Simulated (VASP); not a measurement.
# MgTe (P6_3mc) in VASP: notebook

MgTe is run at these levels: PBEsol; tasks: single point, relaxation of cell and atoms.

Program: VASP 6.6.1. These are calculated values, not measurements. Logs are shortened: lines on timing, memory, paths and dates and some standing lists are left out, and cuts for length are marked.

## 1. The cell of the first run

It takes space group P6_3mc (No. 186, hexagonal). The conventional cell has a = 4.562 Å, b = 4.562 Å, c = 7.409 Å, α = 90.00°, β = 90.00°, γ = 120.00°. Within 3.7 Å of Mg (site symmetry 3m) lie 4 Te at 2.79 Å. Te (site symmetry 3m) has 4 Mg at 2.79 Å within 3.7 Å.

## 2. Single point, PBEsol

File INCAR:

```
SYSTEM = MgTe
PREC = Accurate
ENCUT = 520
EDIFF = 1E-7
ISMEAR = 0
SIGMA = 0.02
LREAL = .False.
LASPH = .True.
NELM = 100
ALGO = Normal
ISIF = 2
LWAVE = .False.
LCHARG = .False.
GGA = PS
NBANDS = 16
```

File KPOINTS:

```
regular mesh
0
Gamma
  9 9 4
  0 0 0
```

File POSCAR:

```
MgTe
1.0
    4.5617935087      0.0000000000      0.0000000000
   -2.2808967544      3.9506290654      0.0000000000
    0.0000000000      0.0000000000      7.4093510546
Mg Te
2 2
Direct
    0.3333333333      0.6666666667      0.9965419982
    0.6666666667      0.3333333333      0.4965419982
    0.3333333333      0.6666666667      0.3734580018
    0.6666666667      0.3333333333      0.8734580018
```

Potentials or basis: VASP PAW PBE potentials, release 64 (Mg, Te).

Command:

```bash
> cat potpaw_PBE.64/Mg/POTCAR potpaw_PBE.64/Te/POTCAR > POTCAR
> mpirun -np 1 vasp_std > vasp.out
```

OUTCAR:

```text
SYSTEM = MgTe
   PREC = Accurate
   ENCUT = 520
   EDIFF = 1E-7
   ISMEAR = 0
   LREAL = .False.
   LASPH = .True.
   NELM = 100
   ISIF = 2
   GGA = PS

 ion  position               nearest neighbor table
   1  0.333  0.667  0.997-   4 2.79   4 2.79   4 2.79   3 2.79
   2  0.667  0.333  0.497-   3 2.79   3 2.79   3 2.79   4 2.79
   3  0.333  0.667  0.373-   2 2.79   2 2.79   2 2.79   1 2.79
   4  0.667  0.333  0.873-   1 2.79   1 2.79   1 2.79   2 2.79

  LATTYP: Found a hexagonal cell.
 ALAT       =     4.5617935087
 C/A-ratio  =     1.6242188605

  Lattice vectors:

 A1 = (   4.5617935087,   0.0000000000,   0.0000000000)
 A2 = (  -2.2808967544,   3.9506290654,   0.0000000000)
 A3 = (   0.0000000000,   0.0000000000,   7.4093510546)

Analysis of symmetry for initial positions (statically):
=====================================================================
 Subroutine PRICEL returns:
 Original cell was already a primitive cell.

 Routine SETGRP: Setting up the symmetry group for a
 hexagonal supercell.

 Subroutine GETGRP returns: Found 12 space group operations
 (whereof  6 operations were pure point group operations)
 out of a pool of 24 trial point group operations.

The static configuration has the point symmetry C_3v.
 The point group associated with its full space group is C_6v.

Analysis of symmetry for dynamics (positions and initial velocities):
=====================================================================
 Subroutine PRICEL returns:
 Original cell was already a primitive cell.

 Routine SETGRP: Setting up the symmetry group for a
 hexagonal supercell.

 Subroutine GETGRP returns: Found 12 space group operations
 (whereof  6 operations were pure point group operations)
 out of a pool of 24 trial point group operations.

The dynamic configuration has the point symmetry C_3v.
 The point group associated with its full space group is C_6v.

 Subroutine INISYM returns: Found 12 space group operations
 (whereof  6 operations are pure point group operations),
 and found     1 'primitive' translations

----------------------------------------------------------------------------------------

                                     Primitive cell

  volume of cell :     133.5310

  direct lattice vectors                    reciprocal lattice vectors
     4.561793509  0.000000000  0.000000000     0.219212027  0.126562123  0.000000000
    -2.280896754  3.950629065  0.000000000     0.000000000  0.253124245  0.000000000
     0.000000000  0.000000000  7.409351055     0.000000000  0.000000000  0.134964586

  length of vectors
     4.561793509  4.561793509  7.409351055     0.253124245  0.253124245  0.134964586

  position of ions in fractional coordinates (direct lattice)
     0.333333333  0.666666667  0.996541998
     0.666666667  0.333333333  0.496541998
     0.333333333  0.666666667  0.373458002
     0.666666667  0.333333333  0.873458002

  ion indices of the primitive-cell ions
   primitive index   ion index
                 1           1
                 2           2
                 3           3
                 4           4

----------------------------------------------------------------------------------------

 KPOINTS: regular mesh

Automatic generation of k-mesh.
 Grid dimensions read from file:
 generate k-points for:    9    9    4

 Generating k-lattice:

  Cartesian coordinates                     Fractional coordinates (reciprocal lattice)
     0.024356892  0.014062458  0.000000000     0.111111111  0.000000000  0.000000000
     0.000000000  0.028124916  0.000000000     0.000000000  0.111111111  0.000000000
     0.000000000  0.000000000  0.033741147     0.000000000  0.000000000  0.250000000

  Length of vectors
     0.028124916  0.028124916  0.033741147

  Shift w.r.t. Gamma in fractional coordinates (k-lattice)
     0.000000000  0.000000000  0.000000000

 Subroutine IBZKPT returns following result:
 ===========================================

 Found     36 irreducible k-points:

 Following reciprocal coordinates:
            Coordinates               Weight
  0.000000  0.000000  0.000000      1.000000
  0.111111 -0.000000  0.000000      6.000000
  0.222222 -0.000000  0.000000      6.000000
  0.333333  0.000000  0.000000      6.000000
  0.444444 -0.000000  0.000000      6.000000
  0.111111  0.111111  0.000000      6.000000
[... 16 lines left out ...]
  0.333333  0.222222  0.250000     24.000000
  0.333333  0.333333  0.250000      4.000000
 [... further k-points ...]
   k-points           NKPTS =     36   k-points in BZ     NKDIM =     36   number of bands    NBANDS=     16
   number of dos      NEDOS =    301   number of ions     NIONS =      4
   total plane-waves  NPLWV =  72576
   dimension x,y,z NGX =    36 NGY =   36 NGZ =   56
   dimension x,y,z NGXF=    72 NGYF=   72 NGZF=  112
   ions per type =               2   2
   NGX,Y,Z   is equivalent  to a cutoff of  13.12, 13.12, 12.56 a.u.
   NGXF,Y,Z  is equivalent  to a cutoff of  26.24, 26.24, 25.13 a.u.
 SYSTEM =  MgTe
   PREC   = accura    normal or accurate (medium, high low for compatibility)
   ISTART =      0    job   : 0-new  1-cont  2-samecut
   ICHARG =      2    charge: 1-file 2-atom 10-const
   ISPIN  =      1    spin polarized calculation?
   LNONCOLLINEAR =      F non collinear calculations
   LSORBIT =      F    spin-orbit coupling
   LASPH  =      T    aspherical Exc in radial PAW
   ENCUT  =  520.0 eV  38.22 Ry    6.18 a.u.   8.48  8.48 13.78*2*pi/ulx,y,z
   NELM   =    100;   NELMIN=  2; NELMDL= -5     # of ELM steps
   EDIFF  = 0.1E-06   stopping-criterion for ELM
   LREAL  =      F    real-space projection
   EDIFFG = 0.1E-05   stopping-criterion for IOM
   NSW    =      0    number of steps for IOM
   IBRION =     -1    ionic relax: 0-MD 1-quasi-New 2-CG
   NFREE  =      0    steps in history (QN), initial steepest desc. (CG)
   ISIF   =      2    stress and relaxation
   ISYM   =      2    0-nonsym 1-usesym 2-fastsym
   POTIM  = 0.5000    time-step for ionic-motion
   TEBEG  =    0.0;   TEEND  =   0.0 temperature during run
   PSTRESS=    0.0 pullay stress
   NELECT =      16.0000    total number of electrons
   NUPDOWN=      -1.0000    fix difference up-down
   EMIN   =  10.00;   EMAX   =-10.00  energy-range for DOS
   EFERMI =   0.00;   METHOD = LEGACY
[... 44 lines left out ...]
      2      -7.7787      2.00000
      3      -1.4213      2.00000
      4       1.3776      2.00000
      5       1.3776      2.00000
      6       1.8714      2.00000
[... 8 lines left out ...]
     15       8.1033      0.00000
     16       9.0710      0.00000

 k-point     2 :       0.1111   -0.0000    0.0000
  band No.  band energies     occupation
      1      -8.3450      2.00000
      2      -7.7488      2.00000
      3      -1.3415      2.00000
      4       0.9214      2.00000
      5       1.2598      2.00000
      6       1.3535      2.00000
[... 8 lines left out ...]
     15       8.3861      0.00000
     16       8.4175      0.00000

 k-point     3 :       0.2222   -0.0000    0.0000
  band No.  band energies     occupation
      1      -8.1968      2.00000
      2      -7.6754      2.00000
      3      -1.1245      2.00000
      4       0.0900      2.00000
      5       0.4848      2.00000
      6       1.0107      2.00000
[... 8 lines left out ...]
     15       8.4676      0.00000
     16       8.8513      0.00000

 k-point     4 :       0.3333    0.0000    0.0000
  band No.  band energies     occupation
      1      -7.9976      2.00000
      2      -7.6042      2.00000
      3      -0.9697      2.00000
      4      -0.4676      2.00000
      5      -0.2127      2.00000
      6       0.7776      2.00000
[... 8 lines left out ...]
     15       8.8050      0.00000
     16       9.7269      0.00000

 k-point     5 :       0.4444   -0.0000    0.0000
  band No.  band energies     occupation
      1      -7.8300      2.00000
      2      -7.5831      2.00000
      3      -1.2004      2.00000
      4      -0.7168      2.00000
      5      -0.1822      2.00000
      6       0.6440      2.00000
[... 8 lines left out ...]
     15       9.0179      0.00000
     16      10.1335      0.00000

 k-point     6 :       0.1111    0.1111    0.0000
  band No.  band energies     occupation
      1      -8.2438      2.00000
      2      -7.6970      2.00000
      3      -1.1914      2.00000
      4       0.3974      2.00000
      5       0.6056      2.00000
      6       1.1335      2.00000
[... 8 lines left out ...]
     15       8.2065      0.00000
     16       8.4972      0.00000

 k-point     7 :       0.2222    0.1111    0.0000
  band No.  band energies     occupation
      1      -8.0683      2.00000
      2      -7.6245      2.00000
      3      -0.9603      2.00000
      4      -0.2436      2.00000
      5      -0.0318      2.00000
      6       0.7518      2.00000
[... 8 lines left out ...]
     15       8.6912      0.00000
     16       9.0515      0.00000

 k-point     8 :       0.3333    0.1111    0.0000
  band No.  band energies     occupation
      1      -7.8772      2.00000
      2      -7.5820      2.00000
      3      -1.0255      2.00000
      4      -0.5898      2.00000
      5      -0.2353      2.00000
      6       0.4621      2.00000
[... 8 lines left out ...]
     15       8.8185      0.00000
     16       9.5553      0.00000

 k-point     9 :       0.4444    0.1111    0.0000
  band No.  band energies     occupation
      1      -7.7774      2.00000
      2      -7.5851      2.00000
      3      -1.1751      2.00000
      4      -0.7337      2.00000
      5      -0.0808      2.00000
      6       0.3851      2.00000
[... 8 lines left out ...]
     15       8.8707      0.00000
     16      10.1778      0.00000
[... 172 lines left out ...]
 k-point    19 :       0.2222    0.1111    0.2500
  band No.  band energies     occupation
      1      -8.0089      2.00000
      2      -7.6957      2.00000
      3      -0.9414      2.00000
      4      -0.3333      2.00000
      5       0.1866      2.00000
      6       0.7731      2.00000
[... 8 lines left out ...]
     15       8.6455      0.00000
     16       9.0571      0.00000

 k-point    20 :       0.3333    0.1111    0.2500
  band No.  band energies     occupation
      1      -7.8352      2.00000
      2      -7.6264      2.00000
      3      -1.1594      2.00000
      4      -0.8182      2.00000
      5       0.1803      2.00000
      6       0.5741      2.00000
[... 8 lines left out ...]
     15       9.2349      0.00000
     16       9.6796      0.00000

 k-point    21 :       0.4444    0.1111    0.2500
  band No.  band energies     occupation
      1      -7.7484      2.00000
      2      -7.6121      2.00000
      3      -1.2939      2.00000
      4      -0.9932      2.00000
      5       0.2134      2.00000
      6       0.6082      2.00000
[... 8 lines left out ...]
     15       9.6523      0.00000
     16      10.4606      0.00000

 k-point    22 :       0.2222    0.2222    0.2500
  band No.  band energies     occupation
      1      -7.8517      2.00000
      2      -7.6296      2.00000
      3      -1.0162      2.00000
      4      -0.7289      2.00000
      5       0.2617      2.00000
      6       0.2935      2.00000
[... 8 lines left out ...]
     15       8.4157      0.00000
     16       9.4088      0.00000

 k-point    23 :       0.3333    0.2222    0.2500
  band No.  band energies     occupation
      1      -7.7199      2.00000
      2      -7.6077      2.00000
      3      -1.1027      2.00000
      4      -0.9147      2.00000
      5      -0.1137      2.00000
      6       0.4950      2.00000
[... 8 lines left out ...]
     15       9.3274      0.00000
     16       9.5987      0.00000

 k-point    24 :       0.3333    0.3333    0.2500
  band No.  band energies     occupation
      1      -7.6369      2.00000
      2      -7.6369      2.00000
      3      -0.9474      2.00000
      4      -0.9474      2.00000
      5      -0.4179      2.00000
      6       0.2868      2.00000
[... 8 lines left out ...]
     15       9.4852      0.00000
     16       9.7804      0.00000

 [... further k-points ...]
[... 5 lines left out ...]
  --------------------------------------------------------------------------------------
  -------------------------------------------------------------------------------------
  Total        0.0208352      0.0208352      0.0365297     -0.0000000      0.0000000      0.0000000
  in kB        0.2499925      0.2499925      0.4383032     -0.0000000      0.0000000      0.0000000
  external PRESSURE =       0.3127627 kB  Pullay stress =       0.0000000 kB

 VOLUME and BASIS-vectors are now :
 -----------------------------------------------------------------------------
  energy-cutoff  :      520.00
  volume of cell :      133.53
      direct lattice vectors                 reciprocal lattice vectors
     4.561793509  0.000000000  0.000000000     0.219212027  0.126562123  0.000000000
    -2.280896754  3.950629065  0.000000000     0.000000000  0.253124245  0.000000000
     0.000000000  0.000000000  7.409351055     0.000000000  0.000000000  0.134964586

 POSITION                                       TOTAL-FORCE (eV/Angst)
 -----------------------------------------------------------------------------------
     -0.00000      2.63375      7.38373         0.000000     -0.000000      0.000211
      2.28090      1.31688      3.67905        -0.000000     -0.000000      0.000211
     -0.00000      2.63375      2.76708         0.000000     -0.000000     -0.000211
      2.28090      1.31688      6.47176        -0.000000      0.000000     -0.000211
 -----------------------------------------------------------------------------------
    total drift:                               -0.000000     -0.000000     -0.000598

  FREE ENERGIE OF THE ION-ELECTRON SYSTEM (eV)
  ---------------------------------------------------
  free  energy   TOTEN  =       -13.7925475652 eV

  energy  without entropy=      -13.7925475652  energy(sigma->0) =      -13.79254757
```

Wall time 32 s (1 thread of Intel Xeon 6975P-C (Granite Rapids), shared host); peak memory 0.28 GiB.

Results:

| Property | Result |
| --- | --- |
| Free energy | -13.7925 eV |
| Pressure | 0.0 GPa |
| Band gap on the k mesh | 2.39 eV |

Levels at points of the mesh, in eV from the valence-band top:
```
           k point  band 6  band 7  band 8  band 9  band 10  band 11
(0.00, 0.00, 0.00)   -0.02   -0.02    0.00    2.39     2.91     5.23
(0.00, 0.00, 0.50)   -0.28   -0.28   -0.28    3.40     3.40     5.48
```

Caveat: the PAW data sets were made with another functional, which shifts forces and pressure a little; spin-orbit coupling is left out, which moves the levels of the heavy elements.

## 3. Relaxation of cell and atoms, PBEsol

This run uses another cell than the first one, of 33.93 Å³/atom.

File INCAR:

```
ALGO = Normal
EDIFF = 1E-6
EDIFFG = -0.002
ENCUT = 600
GGA = PS
IBRION = 2
ISIF = 3
ISMEAR = 0
LASPH = True
LCHARG = False
LREAL = False
LWAVE = False
NELM = 100
NSW = 100
PREC = Accurate
SIGMA = 0.02
```

File KPOINTS:

```
k-points
0
Gamma
  9 9 4
```

File POSCAR:

```
MgTe
1.0
    4.5902025400      0.0000000000      0.0000000000
   -2.2951012700      3.9752320100      0.0000000000
    0.0000000000      0.0000000000      7.4378057100
Mg Te
2 2
Direct
    0.3333333300      0.6666666700      0.9959911700
    0.6666666700      0.3333333300      0.4959911700
    0.3333333300      0.6666666700      0.3740088300
    0.6666666700      0.3333333300      0.8740088300
```

Potentials or basis: VASP PAW PBE potentials, release 64 (Mg, Te).

Command:

```bash
> cat potpaw_PBE.64/Mg/POTCAR potpaw_PBE.64/Te/POTCAR > POTCAR
> mpirun -np 1 vasp_std > vasp.out
```

Run time: 2.5 min. Hardware: 1 thread of Intel Xeon 6975P-C (Granite Rapids), shared host; peak memory 0.36 GiB.

Results (log left out):

```
Free energy                           : -13.7929 eV
Relaxed volume                        : 33.41 Å³/atom
Relaxed cell                          : a = 4.562 Å, b = 4.562 Å, c = 7.414 Å, α = 90.00°, β = 90.00°, γ = 120.00°
Space group after relaxing (to 0.1 Å) : P6_3mc (No. 186)
Energy gained by relaxing             : 0.9 meV/atom
Ionic steps                           : 10
Pressure after relaxing               : 0.0 GPa
Band gap on the k mesh                : 2.39 eV
```

Step by step:
```tsv
step	energy change (eV)	largest force (eV/Å)	pressure (GPa)	volume (Å³)
1	0.0000	0.0187	-0.55	135.72
2	-0.0036	0.0109	0.05	133.46
3	-0.0036	0.0115	0.01	133.63
4	-0.0036	0.0117	-0.01	133.67
5	-0.0037	0.0089	-0.01	133.67
6	-0.0037	0.0009	-0.01	133.68
7	-0.0037	0.0157	-0.01	133.70
8	-0.0037	0.0047	-0.01	133.69
9	-0.0038	0.0017	0.00	133.65
10	-0.0038	0.0002	0.01	133.62
```

Final structure:
```cif
data_structure
_symmetry_space_group_name_H-M 'P 1'
_symmetry_Int_Tables_number 1
_cell_length_a 4.5618
_cell_length_b 4.5618
_cell_length_c 7.4143
_cell_angle_alpha 90.000
_cell_angle_beta 90.000
_cell_angle_gamma 120.000
_cell_volume 133.62
loop_
_atom_site_label
_atom_site_type_symbol
_atom_site_fract_x
_atom_site_fract_y
_atom_site_fract_z
_atom_site_occupancy
Mg1 Mg 0.33333 0.66667 0.99661 1
Mg2 Mg 0.66667 0.33333 0.49661 1
Te1 Te 0.33333 0.66667 0.37339 1
Te2 Te 0.66667 0.33333 0.87339 1
```

Levels at points of the mesh, in eV from the valence-band top:
```
           k point  band 6  band 7  band 8  band 9  band 10  band 11
(0.00, 0.00, 0.00)   -0.02   -0.02    0.00    2.39     2.91     5.23
(0.00, 0.00, 0.50)   -0.28   -0.28   -0.28    3.40     3.40     5.48
```

Caveat: the PAW data sets were made with another functional, which shifts forces and pressure a little; spin-orbit coupling is left out, which moves the levels of the heavy elements.

## 4. Single point, PBEsol

This run uses another cell than the first one, of 33.93 Å³/atom.

File INCAR:

```
SYSTEM = MgTe
PREC     = Accurate       ! precision mode
ENCUT    = 520            ! plane-wave cutoff, eV
EDIFF    = 1E-7           ! SCF threshold, eV
ISMEAR   = 0              ! smearing method
SIGMA    = 0.1            ! smearing width, eV
LREAL    = .False.        ! projectors in reciprocal space
LASPH    = .True.         ! aspherical terms in the spheres
NELM     = 100            ! most SCF steps
ALGO     = Fast           ! electronic algorithm
ISIF     = 2              ! what is computed and relaxed
LWAVE    = .False.        ! write WAVECAR
LCHARG   = .True.         ! write CHGCAR
GGA      = PS             ! functional
LELF     = .True.         ! ELF
LVHAR    = .True.       
NBANDS   = 16             ! bands
```

File KPOINTS:

```
regular mesh
0
Gamma
  6 6 4
  0 0 0
```

POSCAR is that of step 3.

Command:

```bash
> cat potpaw_PBE.64/Mg/POTCAR potpaw_PBE.64/Te/POTCAR > POTCAR
> mpirun -np 1 vasp_std > vasp.out
```

Wall time 26 s (1 thread of Intel Xeon 6975P-C (Granite Rapids), shared host); peak memory 0.25 GiB.

The run converged. Its results:

```
Free energy            : -13.7872 eV
Pressure               : -0.5 GPa
Largest force          : 0.019 eV/Å
Band gap on the k mesh : 2.30 eV
```

Forces on the atoms (eV/Å):
```
Mg   0.000  0.000  0.019
Mg   0.000  0.000  0.019
Te   0.000  0.000 -0.019
Te   0.000  0.000 -0.019
```

Levels at points of the mesh, in eV from the valence-band top:
```tsv
k point	band 6	band 7	band 8	band 9	band 10	band 11
(0.00, 0.00, 0.00)	-0.04	-0.04	0.00	2.30	2.84	5.19
(0.50, 0.00, 0.00)	-1.26	-1.02	-0.47	3.04	3.76	4.17
(0.00, 0.00, 0.50)	-0.30	-0.30	-0.30	3.32	3.32	5.44
(0.50, 0.00, 0.50)	-0.91	-0.90	-0.90	3.11	3.11	4.17
```

Caveat: the PAW data sets were made with another functional, which shifts forces and pressure a little; spin-orbit coupling is left out, which moves the levels of the heavy elements.

## 5. Overview

| task | cell | k mesh | cutoff (eV) | smearing | gap on the mesh (eV) | pressure (GPa) |
| --- | --- | --- | --- | --- | --- | --- |
| single point | a = 4.562, b = 4.562, c = 7.409 Å, angles 90.0, 90.0, 120.0°, 4 atoms | 9 × 9 × 4 | 520 | gaussian 0.02 eV | 2.39 | 0.0 |
| relaxation of cell and atoms | relaxed from a = 4.590, b = 4.590, c = 7.438 Å, angles 90.0, 90.0, 120.0°, 4 atoms | 9 × 9 × 4 | 600 | gaussian 0.02 eV | 2.39 | 0.0 |
| single point | a = 4.590, b = 4.590, c = 7.438 Å, angles 90.0, 90.0, 120.0°, 4 atoms | 6 × 6 × 4 | 520 | gaussian 0.1 eV | 2.30 | -0.5 |

Alike in all rows: level PBEsol; potentials or basis VASP PAW PBE potentials, release 64 (Mg, Te); no spin polarisation.

Caveats: the PAW data sets were made with another functional, which shifts forces and pressure a little; spin-orbit coupling is left out, which moves the levels of the heavy elements.

Absolute energies hang on the potentials; compare differences alone.
